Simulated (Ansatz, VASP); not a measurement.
Si3N4 in VASP and in Ansatz

```xyz
14
Lattice="-3.1554 3.1554 3.1554 3.1554 -3.1554 3.1554 3.1554 3.1554 -3.1554" Properties=species:S:1:pos:R:3 pbc="T T T"
Si    2.3666    3.1554   -1.5777
Si   -1.5777    2.3666    3.1554
Si    0.7889    3.1554    1.5777
Si    1.5777    0.7889    3.1554
Si    3.1554   -1.5777    2.3666
Si    3.1554    1.5777    0.7889
N     1.7674    1.7674    1.7674
N     0.1897   -0.1897    2.9658
N     1.3881    4.5435   -1.3881
N     2.9658    0.1897   -0.1897
N    -1.3881    1.3881    4.5435
N     0.1897    0.1897    0.1897
N     4.5435   -1.3881    1.3881
N    -0.1897    2.9658    0.1897
```

Alike in both runs: task relaxation of the atoms; functional r2SCAN; k mesh 6 × 6 × 6; occupations gaussian, width 0.02 eV; no spin polarisation.

```csv
,VASP,Ansatz
version,VASP 6.6.1,Ansatz 0.2.0
potentials or method,"VASP PAW PBE potentials, release 64 (Si, N), cutoff 520 eV","scalar-relativistic, plane waves, PAW"
valence electrons in the cell,64,64
```

|  | VASP | Ansatz | Ansatz less VASP |
| --- | --- | --- | --- |
| gap on the k mesh at the Fermi level, each at its own relaxed structure (eV) | 4.88 | 4.89 | +0.006 |

VASP's potentials were made for PBE, not for r2SCAN. Ansatz's warnings: stress scf threshold loose.
